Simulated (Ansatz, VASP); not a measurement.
# Two plane-wave programs on Al3Ru

Contents of INCAR:

```
SYSTEM = Al3Ru
PREC     = Accurate       ! precision mode
ENCUT    = 600            ! plane-wave cutoff, eV
EDIFF    = 1E-6           ! SCF threshold, eV
ISMEAR   = 0              ! smearing method
SIGMA    = 0.1            ! smearing width, eV
LREAL    = .False.        ! projectors in reciprocal space
LASPH    = .True.         ! aspherical terms in the spheres
NELM     = 60             ! most SCF steps
ALGO     = Normal         ! electronic algorithm
ISIF     = 3              ! what is computed and relaxed
LWAVE    = .False.        ! write WAVECAR
LCHARG   = .False.        ! write CHGCAR
GGA      = PE             ! functional
IBRION   = 2              ! ionic algorithm
NSW      = 90             ! ionic steps
EDIFFG   = -0.04          ! ionic threshold
```

File KPOINTS:

```
regular mesh
0
Gamma
  4 4 4
  0 0 0
```

The input POSCAR:

```
Al3Ru
1.0
    5.2171375300      0.0000000000      0.0000000000
    0.0000000000      5.2171375300      0.0000000000
    0.0000000000      0.0000000000      5.2171375300
Al Ru
6 2
Direct
    0.5000000000      0.2500000000      0.0000000000
    0.5000000000      0.7500000000      0.0000000000
    0.2500000000      0.0000000000      0.5000000000
    0.7500000000      0.0000000000      0.5000000000
    0.0000000000      0.5000000000      0.2500000000
    0.0000000000      0.5000000000      0.7500000000
    0.5000000000      0.5000000000      0.5000000000
    0.0000000000      0.0000000000      0.0000000000
```

Input for Ansatz:

```yaml
crystal:
  lattice:
    - [5.21713753, 0.0, 0.0]
    - [0.0, 5.21713753, 0.0]
    - [0.0, 0.0, 5.21713753]
  atoms:
    - { symbol: Al, position: [0.5, 0.25, 0.0] }
    - { symbol: Al, position: [0.5, 0.75, 0.0] }
    - { symbol: Al, position: [0.25, 0.0, 0.5] }
    - { symbol: Al, position: [0.75, 0.0, 0.5] }
    - { symbol: Al, position: [0.0, 0.5, 0.25] }
    - { symbol: Al, position: [0.0, 0.5, 0.75] }
    - { symbol: Ru, position: [0.5, 0.5, 0.5] }
    - { symbol: Ru, position: [0.0, 0.0, 0.0] }
basis:
  ecutwfc: 420
kpoints:
  mp_grid: { grid: [4, 4, 4] }
hamiltonian:
  xc: pbe
scf:
  occupations: { method: gaussian, width: 0.1 }
  lower_state_search: "off"
output:
  forces: true
  stress: true
  eigenvalues: true
relax:
  adjacent_minimum: "off"
  f_tol: 0.04
  max_steps: 70
  cell: { stress_tol: 0.4 }
```

Change from the starting cell: species swapped into the Zr3Au type (Pm-3n, No. 223).

Alike in both runs: task relaxation of cell and atoms; functional PBE; k mesh 4 × 4 × 4; occupations gaussian, width 0.1 eV; no spin polarisation.

|  | VASP | Ansatz |
| --- | --- | --- |
| version | VASP 6.6.1 | Ansatz 0.2.0 |
| potentials or method | VASP PAW PBE potentials, release 64 (Al, Ru_pv), cutoff 600 eV | scalar-relativistic, plane waves, PAW |
| valence electrons in the cell | 46 | 50 |

|  | VASP | Ansatz | Ansatz less VASP |
| --- | --- | --- | --- |
| gap on the k mesh at the Fermi level, each at its own relaxed structure (eV) | none | none | - |
| relaxed volume (Å³/atom) | 14.79 | 14.78 | -0.005 |
| relaxed length of the cell vector where the two differ most in proportion (Å) | 4.909 | 4.908 | -0.0006 |

A gap of «none» marks a metal or a gap that the smearing closes. VASP's potentials hold 46 valence electrons a cell and Ansatz's 50, so a difference there can come from the potentials and not from the codes.

Noted on VASP's run: the volume moved by over 15 % at a fixed basis, so the end points are rough.
